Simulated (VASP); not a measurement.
# InSb (I4/mmm) in VASP: notebook

Runs on InSb. Level: PBEsol. Tasks: single point.

Program: VASP 6.6.1. These are calculated values, not measurements. Logs are shortened: lines on timing, memory, paths and dates and some standing lists are left out, and cuts for length are marked.

## Step 1: The cell of the first run

Symmetry: I4/mmm, No. 139, tetragonal system. The conventional cell has a = 4.129 Å, b = 4.129 Å, c = 6.301 Å, α = 90.00°, β = 90.00°, γ = 90.00°. In (site symmetry 4/mmm) has 6 Sb at 2.92 to 3.15 Å within 3.8 Å. Sb (site symmetry 4/mmm) has 6 In at 2.92 to 3.15 Å within 3.8 Å.

## Step 2: Single point, PBEsol (strain -0.050 along x and y, +0.025 along z)

INCAR reads:

```
SYSTEM = InSb
  ALGO = Normal
  EDIFF = 1E-6
  ENCUT = 520
  GGA = PS
  ISIF = 2
  ISMEAR = 0
  LASPH = .TRUE.
  LCHARG = .TRUE.
  LELF = .TRUE.
  LREAL = .FALSE.
  LVHAR = .TRUE.
  LWAVE = .FALSE.
  NBANDS = 16
  NELM = 60
  PREC = Accurate
  SIGMA = 0.15
```

KPOINTS reads:

```
k-points
0
G
  14 14 14
  0 0 0
```

POSCAR reads:

```
InSb
1.0
    0.0000000000      2.9198373500      3.1503508250
    2.9198373500      0.0000000000      3.1503508250
    2.9198373500      2.9198373500      0.0000000000
In Sb
1 1
Direct
    0.0000000000      0.0000000000      0.0000000000
    0.5000000000      0.5000000000      0.5000000000
```

Potentials or basis: VASP PAW PBE potentials, release 64 (In_d, Sb).

Started as:

```sh
cat potpaw_PBE.64/In_d/POTCAR potpaw_PBE.64/Sb/POTCAR > POTCAR
mpirun -np 1 vasp_std > vasp.out
```

OUTCAR:

```text
SYSTEM = InSb
   EDIFF = 1E-6
   ENCUT = 520
   GGA = PS
   ISIF = 2
   ISMEAR = 0
   LASPH = .TRUE.
   LREAL = .FALSE.
   NELM = 60
   PREC = Accurate

 ion  position               nearest neighbor table
   1  0.000  0.000  0.000-   2 2.92   2 2.92   2 2.92   2 2.92   2 3.15   2 3.15
   2  0.500  0.500  0.500-   1 2.92   1 2.92   1 2.92   1 2.92   1 3.15   1 3.15

  LATTYP: Found a body centered tetragonal cell.
 ALAT       =     4.1292735803
 C/A-ratio  =     1.5258620015

  Lattice vectors:

 A1 = (  -2.9198373500,   0.0000000000,   3.1503508250)
 A2 = (   2.9198373500,   0.0000000000,   3.1503508250)
 A3 = (   0.0000000000,   2.9198373500,  -3.1503508250)

Analysis of symmetry for initial positions (statically):
=====================================================================
 Subroutine PRICEL returns:
 Original cell was already a primitive cell.

 Routine SETGRP: Setting up the symmetry group for a
 body centered tetragonal supercell.

 Subroutine GETGRP returns: Found 16 space group operations
 (whereof 16 operations were pure point group operations)
 out of a pool of 16 trial point group operations.

The static configuration has the point symmetry D_4h.

Analysis of symmetry for dynamics (positions and initial velocities):
=====================================================================
 Subroutine PRICEL returns:
 Original cell was already a primitive cell.

 Routine SETGRP: Setting up the symmetry group for a
 body centered tetragonal supercell.

 Subroutine GETGRP returns: Found 16 space group operations
 (whereof 16 operations were pure point group operations)
 out of a pool of 16 trial point group operations.

The dynamic configuration has the point symmetry D_4h.

 Subroutine INISYM returns: Found 16 space group operations
 (whereof 16 operations are pure point group operations),
 and found     1 'primitive' translations

----------------------------------------------------------------------------------------

                                     Primitive cell

  volume of cell :      53.7163

  direct lattice vectors                    reciprocal lattice vectors
     0.000000000  2.919837350  3.150350825    -0.171242415  0.171242415  0.158712482
     2.919837350  0.000000000  3.150350825     0.171242415 -0.171242415  0.158712482
     2.919837350  2.919837350  0.000000000     0.171242415  0.171242415 -0.158712482

  length of vectors
     4.295364999  4.295364999  4.129273580     0.289547201  0.289547201  0.289547201

  position of ions in fractional coordinates (direct lattice)
[... 79 lines left out ...]
   EDIFF  = 0.1E-05   stopping-criterion for ELM
   LREAL  =      F    real-space projection
   EDIFFG = 0.1E-04   stopping-criterion for IOM
   NSW    =      0    number of steps for IOM
   IBRION =     -1    ionic relax: 0-MD 1-quasi-New 2-CG
   NFREE  =      0    steps in history (QN), initial steepest desc. (CG)
   ISIF   =      2    stress and relaxation
   ISYM   =      2    0-nonsym 1-usesym 2-fastsym
   POTIM  = 0.5000    time-step for ionic-motion
   TEBEG  =    0.0;   TEEND  =   0.0 temperature during run
   PSTRESS=    0.0 pullay stress
   NELECT =      18.0000    total number of electrons
   NUPDOWN=      -1.0000    fix difference up-down
   EMIN   =  10.00;   EMAX   =-10.00  energy-range for DOS
   EFERMI =   0.00;   METHOD = LEGACY
   ISMEAR =     0;   SIGMA  =   0.15  broadening in eV -4-tet -1-fermi 0-gaus
   EFERMI_NEDOS =   21; number of points for ismear=-14 and -15
   IALGO  =     38    algorithm
   IMIX   =      4    mixing-type and parameters
     AMIX     =   0.40;   BMIX     =  1.00
     AMIX_MAG =   1.60;   BMIX_MAG =  1.00
  volume/ion in A,a.u.               =      26.86       181.25
  Fermi-wavevector in a.u.,A,eV,Ry     =   1.137095  2.148799 17.592143  1.292986
  Thomas-Fermi vector in A             =   2.273800
   LORBIT       =      0    0 simple, 1 ext, 2 COOP (PROOUT), +10 PAW based schemes
   GGA     = PS    functional components
   LHFCALC =     F    Hartree Fock is set to
   AEXX    =    0.0000 exact exchange contribution
   IVDW    =     0    specifies the selected vdW correction
   LEPSILON=     F    determine dielectric tensor
   LRPA    =     F    only Hartree local field effects (RPA)
 non-spin polarized calculation
 Gauss-broadening in eV      SIGMA  =   0.15
  energy-cutoff  :      520.00
  volume of cell :       53.72
 maximum number of plane-waves:      1468
   NGX = 15   NGY = 15   NGZ = 15

 number of electron      17.9999998 magnetization

 Free energy of the ion-electron system (eV)
  ---------------------------------------------------
  ext. energy  EPLUGINS =         0.00000000
  ---------------------------------------------------
  free energy    TOTEN  =        -7.47109992 eV

  energy without entropy =       -7.45706993  energy(sigma->0) =       -7.46408492

 E-fermi :   7.3634     XC(G=0): -10.1975

 val. band max:        7.3613280439   @ k =   0.5000   0.2857   0.0000
 cond. band min:       7.3653100124   @ k =   0.3571   0.2143   0.0000
 fundamental gap:      0.0039819685
 Fermi energy:         7.3633752898

 k-point     1 :       0.0000    0.0000    0.0000
  band No.  band energies     occupation
      1      -7.0962      2.00000
      2      -7.0865      2.00000
      3      -7.0693      2.00000
      4      -7.0364      2.00000
      5      -7.0364      2.00000
      6      -4.1048      2.00000
[... 433 lines left out ...]
      3      -7.0704      2.00000
      4      -7.0220      2.00000
      5      -7.0166      2.00000
      6      -3.3162      2.00000
[... 8 lines left out ...]
     15      15.7384      0.00000
     16      16.0607      0.00000

 [... further k-points ...]

------------------------ aborting loop because EDIFF is reached ----------------------------------------

  FORCE on cell =-STRESS in cart. coord.  units (eV):
  Direction    XX          YY          ZZ          XY          YZ          ZX
  --------------------------------------------------------------------------------------
  -------------------------------------------------------------------------------------
  Total        1.5220619      1.5220619     -0.8944257      0.0000000      0.0000000      0.0000000
  in kB       45.3979932     45.3979932    -26.6777142      0.0000000      0.0000000      0.0000000
  external PRESSURE =      21.3727574 kB  Pullay stress =       0.0000000 kB

 VOLUME and BASIS-vectors are now :
 -----------------------------------------------------------------------------
  energy-cutoff  :      520.00
  volume of cell :       53.72
      direct lattice vectors                 reciprocal lattice vectors
     0.000000000  2.919837350  3.150350825    -0.171242415  0.171242415  0.158712482
     2.919837350  0.000000000  3.150350825     0.171242415 -0.171242415  0.158712482
     2.919837350  2.919837350  0.000000000     0.171242415  0.171242415 -0.158712482

 POSITION                                       TOTAL-FORCE (eV/Angst)
 -----------------------------------------------------------------------------------
      0.00000      0.00000      0.00000         0.000000     -0.000000      0.000000
      2.91984      2.91984      3.15035        -0.000000      0.000000      0.000000
 -----------------------------------------------------------------------------------
    total drift:                                0.000000     -0.000000     -0.000000

  FREE ENERGIE OF THE ION-ELECTRON SYSTEM (eV)
  ---------------------------------------------------
  free  energy   TOTEN  =        -7.4710999158 eV

  energy  without entropy=       -7.4570699298  energy(sigma->0) =       -7.46408492
```

OSZICAR:

```text
N       E                     dE             d eps       ncg     rms          rms(c)
DAV:   1     0.109606800577E+03    0.10961E+03   -0.79890E+03  7816   0.120E+03
DAV:   2    -0.111717610028E+01   -0.11072E+03   -0.10721E+03  8960   0.292E+02
DAV:   3    -0.738714119244E+01   -0.62700E+01   -0.62278E+01  9992   0.689E+01
DAV:   4    -0.754903499018E+01   -0.16189E+00   -0.16185E+00  9896   0.119E+01
DAV:   5    -0.755657618628E+01   -0.75412E-02   -0.75411E-02 11496   0.215E+00    0.370E+00
DAV:   6    -0.747995048628E+01    0.76626E-01   -0.13980E-01 10440   0.684E+00    0.202E+00
DAV:   7    -0.747205026382E+01    0.79002E-02   -0.29922E-02 11888   0.231E+00    0.597E-01
DAV:   8    -0.747109858691E+01    0.95168E-03   -0.26158E-03 10120   0.674E-01    0.174E-01
DAV:   9    -0.747110103155E+01   -0.24446E-05   -0.16766E-04 10872   0.132E-01    0.600E-02
DAV:  10    -0.747109913270E+01    0.18988E-05   -0.10479E-05 10896   0.268E-02    0.285E-02
DAV:  11    -0.747109991582E+01   -0.78312E-06   -0.20722E-06  9880   0.175E-02
   1 F= -.74710999E+01 E0= -.74640849E+01  d E =-.140300E-01
```

It took 65 s on 1 thread of Intel Xeon 6975P-C (Granite Rapids), shared host; peak memory 0.34 GiB.

What came out:

```
Free energy            : -7.4711 eV
Pressure               : 2.1 GPa
Band gap on the k mesh : zero (bands 9 and 10 overlap by 2.86 eV)
```

Caveat: the cell differs from its parent crystal (strain -0.050 along x and y, +0.025 along z); the stress differs along the axes, from -3 to 5 GPa; the PAW data sets were made with another functional, which shifts forces and pressure a little; spin-orbit coupling is left out, which moves the levels of the heavy elements.

## Step 3: Single point, PBEsol (strain -0.050 along x and y, +0.050 along z)

INCAR reads:

```
SYSTEM = InSb
  PREC = Accurate
  ENCUT = 520
  EDIFF = 1E-7
  ISMEAR = 0
  SIGMA = 0.15
  LREAL = .FALSE.
  LASPH = .TRUE.
  NELM = 100
  ALGO = Normal
  ISIF = 2
  LWAVE = .FALSE.
  LCHARG = .TRUE.
  GGA = PS
  LELF = .TRUE.
  LVHAR = .TRUE.
  NBANDS = 16
```

KPOINTS reads:

```
regular mesh
0
G
  14 14 14
  0 0 0
```

POSCAR reads:

```
InSb
1.0
    0.0000000000      2.9198373500      3.2271886500
    2.9198373500      0.0000000000      3.2271886500
    2.9198373500      2.9198373500      0.0000000000
In Sb
1 1
Direct
    0.0000000000      0.0000000000      0.0000000000
    0.5000000000      0.5000000000      0.5000000000
```

Potentials or basis: VASP PAW PBE potentials, release 64 (In_d, Sb).

Started as:

```sh
cat potpaw_PBE.64/In_d/POTCAR potpaw_PBE.64/Sb/POTCAR > POTCAR
mpirun -np 1 vasp_std > vasp.out
```

OUTCAR:

```text
SYSTEM = InSb
   PREC = Accurate
   ENCUT = 520
   EDIFF = 1E-7
   ISMEAR = 0
   LREAL = .FALSE.
   LASPH = .TRUE.
   NELM = 100
   ISIF = 2
   GGA = PS

 ion  position               nearest neighbor table
   1  0.000  0.000  0.000-   2 2.92   2 2.92   2 2.92   2 2.92   2 3.23   2 3.23
   2  0.500  0.500  0.500-   1 2.92   1 2.92   1 2.92   1 2.92   1 3.23   1 3.23

  LATTYP: Found a body centered tetragonal cell.
 ALAT       =     4.1292735803
 C/A-ratio  =     1.5630781479

  Lattice vectors:

 A1 = (  -2.9198373500,   0.0000000000,   3.2271886500)
 A2 = (   2.9198373500,   0.0000000000,   3.2271886500)
 A3 = (   0.0000000000,   2.9198373500,  -3.2271886500)

Analysis of symmetry for initial positions (statically):
=====================================================================
 Subroutine PRICEL returns:
 Original cell was already a primitive cell.

 Routine SETGRP: Setting up the symmetry group for a
 body centered tetragonal supercell.

 Subroutine GETGRP returns: Found 16 space group operations
 (whereof 16 operations were pure point group operations)
 out of a pool of 16 trial point group operations.

The static configuration has the point symmetry D_4h.

Analysis of symmetry for dynamics (positions and initial velocities):
=====================================================================
 Subroutine PRICEL returns:
 Original cell was already a primitive cell.

 Routine SETGRP: Setting up the symmetry group for a
 body centered tetragonal supercell.

 Subroutine GETGRP returns: Found 16 space group operations
 (whereof 16 operations were pure point group operations)
 out of a pool of 16 trial point group operations.

The dynamic configuration has the point symmetry D_4h.

 Subroutine INISYM returns: Found 16 space group operations
 (whereof 16 operations are pure point group operations),
 and found     1 'primitive' translations

----------------------------------------------------------------------------------------

[... 111 lines left out ...]
     AMIX     =   0.40;   BMIX     =  1.00
     AMIX_MAG =   1.60;   BMIX_MAG =  1.00
  volume/ion in A,a.u.               =      27.51       185.67
  Fermi-wavevector in a.u.,A,eV,Ry     =   1.127998  2.131608 17.311783  1.272380
  Thomas-Fermi vector in A             =   2.264687
   LORBIT       =      0    0 simple, 1 ext, 2 COOP (PROOUT), +10 PAW based schemes
   GGA     = PS    functional components
   LHFCALC =     F    Hartree Fock is set to
   AEXX    =    0.0000 exact exchange contribution
   IVDW    =     0    specifies the selected vdW correction
   LEPSILON=     F    determine dielectric tensor
   LRPA    =     F    only Hartree local field effects (RPA)
 non-spin polarized calculation
 Gauss-broadening in eV      SIGMA  =   0.15
  energy-cutoff  :      520.00
  volume of cell :       55.03
 maximum number of plane-waves:      1504
   NGX = 17   NGY = 17   NGZ = 15

 number of electron      17.9999993 magnetization

 Free energy of the ion-electron system (eV)
  ---------------------------------------------------
  ext. energy  EPLUGINS =         0.00000000
  ---------------------------------------------------
  free energy    TOTEN  =        -7.44264239 eV

  energy without entropy =       -7.42784504  energy(sigma->0) =       -7.43524371

 E-fermi :   7.0700     XC(G=0): -10.0836

 val. band max:        7.0652867618   @ k =  -0.3571   0.1429   0.0714
 cond. band min:       7.0706833708   @ k =   0.4286  -0.0000   0.0000
 fundamental gap:      0.0053966091
 Fermi energy:         7.0699797178

 k-point     1 :       0.0000    0.0000    0.0000
  band No.  band energies     occupation
      1      -7.3771      2.00000
      2      -7.3717      2.00000
      3      -7.3532      2.00000
      4      -7.3148      2.00000
      5      -7.3148      2.00000
      6      -4.2431      2.00000
[... 433 lines left out ...]
      3      -7.3527      2.00000
      4      -7.3029      2.00000
      5      -7.2978      2.00000
      6      -3.5068      2.00000
[... 8 lines left out ...]
     15      15.3255      0.00000
     16      15.6757      0.00000

 [... further k-points ...]

------------------------ aborting loop because EDIFF is reached ----------------------------------------

  FORCE on cell =-STRESS in cart. coord.  units (eV):
  Direction    XX          YY          ZZ          XY          YZ          ZX
  --------------------------------------------------------------------------------------
  -------------------------------------------------------------------------------------
  Total        1.3156364      1.3156364     -1.4599366      0.0000000      0.0000000      0.0000000
  in kB       38.3067040     38.3067040    -42.5082193      0.0000000      0.0000000      0.0000000
  external PRESSURE =      11.3683963 kB  Pullay stress =       0.0000000 kB

 VOLUME and BASIS-vectors are now :
 -----------------------------------------------------------------------------
  energy-cutoff  :      520.00
  volume of cell :       55.03
      direct lattice vectors                 reciprocal lattice vectors
     0.000000000  2.919837350  3.227188650    -0.171242415  0.171242415  0.154933614
     2.919837350  0.000000000  3.227188650     0.171242415 -0.171242415  0.154933614
     2.919837350  2.919837350  0.000000000     0.171242415  0.171242415 -0.154933614

 POSITION                                       TOTAL-FORCE (eV/Angst)
 -----------------------------------------------------------------------------------
      0.00000      0.00000      0.00000        -0.000000     -0.000000      0.000000
      2.91984      2.91984      3.22719         0.000000      0.000000     -0.000000
 -----------------------------------------------------------------------------------
    total drift:                                0.000000     -0.000000     -0.000000

  FREE ENERGIE OF THE ION-ELECTRON SYSTEM (eV)
  ---------------------------------------------------
  free  energy   TOTEN  =        -7.4426423873 eV

  energy  without entropy=       -7.4278450423  energy(sigma->0) =       -7.43524371
```

OSZICAR:

```text
N       E                     dE             d eps       ncg     rms          rms(c)
DAV:   1     0.109248188727E+03    0.10925E+03   -0.80607E+03  7864   0.119E+03
DAV:   2    -0.105737747423E+01   -0.11031E+03   -0.10671E+03  8824   0.290E+02
DAV:   3    -0.735922892147E+01   -0.63019E+01   -0.62459E+01 10072   0.690E+01
DAV:   4    -0.752128349150E+01   -0.16205E+00   -0.16201E+00  9800   0.119E+01
DAV:   5    -0.752902908735E+01   -0.77456E-02   -0.77454E-02 11600   0.218E+00    0.359E+00
DAV:   6    -0.745150024040E+01    0.77529E-01   -0.14097E-01 10464   0.676E+00    0.197E+00
DAV:   7    -0.744356610249E+01    0.79341E-02   -0.30778E-02 11744   0.227E+00    0.583E-01
DAV:   8    -0.744264204687E+01    0.92406E-03   -0.26845E-03 10152   0.673E-01    0.177E-01
DAV:   9    -0.744264513991E+01   -0.30930E-05   -0.18856E-04 10816   0.140E-01    0.616E-02
DAV:  10    -0.744264233358E+01    0.28063E-05   -0.12537E-05 11320   0.299E-02    0.323E-02
DAV:  11    -0.744264295861E+01   -0.62503E-06   -0.23179E-06 10280   0.185E-02    0.743E-03
DAV:  12    -0.744264256503E+01    0.39358E-06   -0.15236E-07  8224   0.322E-03    0.360E-03
DAV:  13    -0.744264240821E+01    0.15682E-06   -0.36743E-08  5904   0.205E-03    0.167E-03
DAV:  14    -0.744264238726E+01    0.20950E-07   -0.52020E-09  5072   0.706E-04
   1 F= -.74426424E+01 E0= -.74352437E+01  d E =-.147973E-01
```

It took 75 s on 1 thread of Intel Xeon 6975P-C (Granite Rapids), shared host; peak memory 0.34 GiB.

Results:

* Free energy: -7.4426 eV
* Pressure: 1.1 GPa
* Band gap on the k mesh: zero (bands 9 and 10 overlap by 2.78 eV)

Stress tensor (GPa, compression positive):
```
 3.83  0.00  0.00
 0.00  3.83  0.00
 0.00  0.00 -4.25
```

Levels at points of the mesh, in eV from the Fermi level:
| k point | band 6 | band 7 | band 8 | band 9 | band 10 | band 11 | band 12 | band 13 |
| --- | --- | --- | --- | --- | --- | --- | --- | --- |
| (0.00, 0.00, 0.00) | -11.31 | -0.40 | -0.40 | -0.09 | 0.56 | 4.49 | 5.82 | 6.45 |
| (0.50, 0.00, 0.00) | -9.39 | -6.72 | -0.01 | 0.65 | 1.61 | 2.77 | 2.79 | 3.64 |
| (0.50, 0.50, 0.00) | -9.20 | -4.69 | -2.58 | -2.00 | -2.00 | 3.40 | 8.88 | 8.88 |
| (0.50, 0.00, 0.50) | -8.26 | -4.75 | -3.63 | -2.96 | -1.84 | 3.02 | 6.93 | 10.04 |

Caveat: the cell differs from its parent crystal (strain -0.050 along x and y, +0.050 along z); the stress differs along the axes, from -4 to 4 GPa; the PAW data sets were made with another functional, which shifts forces and pressure a little; spin-orbit coupling is left out, which moves the levels of the heavy elements.

(Continued in part 2 of 2.)
